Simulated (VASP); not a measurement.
A run of VASP 6.6.1 is set up as follows.

Contents of INCAR:

```
SYSTEM = Ta
PREC = Accurate ; ENCUT = 520
EDIFF = 1E-6 ; ISMEAR = 0
SIGMA = 0.024 ; LREAL = .False.
LASPH = .True. ; NELM = 80
ALGO = Normal ; ISIF = 2
LWAVE = .False. ; LCHARG = .False.
GGA = PE ; NBANDS = 12
```

The input KPOINTS:

```
regular mesh
0
Gamma
  11 11 11
  0 0 0
```

Contents of POSCAR:

```
Ta
1.0
   -1.6512800000      1.6512800000      1.6512800000
    1.6512800000     -1.6512800000      1.6512800000
    1.6512800000      1.6512800000     -1.6512800000
Ta
1
Direct
    0.0000000000      0.0000000000      0.0000000000
```

Potentials or basis: VASP PAW PBE potentials, release 64 (Ta_pv).

The run is started by

```bash
$ cat potpaw_PBE.64/Ta_pv/POTCAR > POTCAR
$ mpirun -np 1 vasp_std > vasp.out
```

Question: Predict the pressure.

Answer: 2.2 GPa.
